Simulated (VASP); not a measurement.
Co, 2 atoms in the cell. The structure is hexagonal, space group P6_3/mmc (No. 194). Conventional cell: a = 2.457 Å, b = 2.457 Å, c = 3.969 Å, α = 90.00°, β = 90.00°, γ = 120.00°. Co (site symmetry -6m2) has 12 Co at 2.44 to 2.46 Å within 3.2 Å. 

- Program: VASP 6.6.1
- Task: single point
- Functional: PBEsol
- Potentials or basis: VASP PAW PBE potentials, release 64 (Co)
- Cutoff: 520 eV
- k mesh: 20 × 20 × 11
- Occupations: fermi-dirac, width 0.05 eV
- Spin: collinear spin, ferromagnetic start
- Starting moments: [1.7, 1.7] μB
- Dipole correction: no
- Further INCAR settings: ALGO = Normal; EDIFF = 1e-06; NBANDS = 20

Potentials or basis: VASP PAW PBE potentials, release 64 (Co).

Run with:

```sh
$ cat potpaw_PBE.64/Co/POTCAR > POTCAR
$ mpirun -np 1 vasp_std > vasp.out
```

Hardware: 1 thread of Intel Xeon 8259CL, on a shared host.

Q: Estimate the wall time of this run.

A: Run time: 5.5 min on 1 thread of Intel Xeon 8259CL, on a shared host, peak memory 0.26 GiB. Counts: scf iterations 14, k points 264.
